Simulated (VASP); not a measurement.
AlN, 4 atoms in the cell. Symmetry: P6_3mc, No. 186, hexagonal system. Conventional cell: a = 3.175 Å, b = 3.175 Å, c = 4.981 Å, α = 90.00°, β = 90.00°, γ = 120.00°. Al (site symmetry 3m) has 4 N at 1.89 to 1.93 Å within 2.5 Å. Within 2.5 Å of N (site symmetry 3m) lie 4 Al at 1.89 to 1.93 Å. 

```yaml
Program: VASP 6.6.1
Task: single point
Functional: PBEsol
Potentials_or_basis: VASP PAW PBE potentials, release 64 (Al, N)
Cutoff: 600 eV
k_mesh: 8 × 8 × 5
Occupations: fermi-dirac, width 0.05 eV
Spin: no spin polarisation
Dipole_correction: no
Further_INCAR_settings: ALGO = Normal; EDIFF = 1e-06; NBANDS = 16
```

Potentials or basis: VASP PAW PBE potentials, release 64 (Al, N).

The run is started by

```bash
$ cat potpaw_PBE.64/Al/POTCAR potpaw_PBE.64/N/POTCAR > POTCAR
$ mpirun -np 1 vasp_std > vasp.out
```

Hardware: 1 thread of Intel Xeon 6975P-C (shared host).

Q: How long does it take, and how much memory?

A: Run time: 27 s on 1 thread of Intel Xeon 6975P-C, on a shared host, peak memory 0.18 GiB. Counts: scf iterations 12, k points 30.
